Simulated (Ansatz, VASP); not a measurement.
**One calculation of Al2BN3, two programs**

```
Al B N
1.0
     2.63123    0.00000    0.00000
     0.00000    2.63123    0.00000
     0.00000    0.00000    9.89798
Al B N
2 1 3
Direct
  0.50000 0.00000 0.39177
  0.00000 0.50000 0.60823
  0.50000 0.50000 0.00000
  0.00000 0.00000 0.00000
  0.50000 0.00000 0.61459
  0.00000 0.50000 0.38541
```

Change from the starting cell: species swapped into the Mn3CoAs2 type (P-4m2, No. 115).

Alike in both runs: task single point; functional PBE; k mesh 6 × 6 × 2; occupations gaussian, width 0.1 eV; collinear spin.

```csv
,VASP,Ansatz
version,VASP 6.6.1,Ansatz 0.2.0
potentials or method,"VASP PAW PBE potentials, release 64 (Al, B, N), cutoff 520 eV","scalar-relativistic, plane waves, PAW"
valence electrons in the cell,24,24
```

Ansatz gave:

- gap on the k mesh at the Fermi level (eV): none
- pressure (GPa): 0.1
- traceless stress, the component that is largest in VASP (GPa): 0.13
- net moment per atom (μB): 0.01
- size of the moment on the site where the two differ most (μB): 0.02

Which values does VASP return?

gap on the k mesh at the Fermi level (eV): none; pressure (GPa): 0.0; traceless stress, the component that is largest in VASP (GPa): 0.14; net moment per atom (μB): 0.01; size of the moment on the site where the two differ most (μB): 0.03.

Site moments also hang on the region over which each program counts them. A gap of «none» marks a metal or a gap that the smearing closes. The functional is the same, so the differences come from potentials, cutoffs and numerics. Ansatz's warnings: seeded moment not kept.

The k mesh is coarse, so the values compare programs but aren't converged.
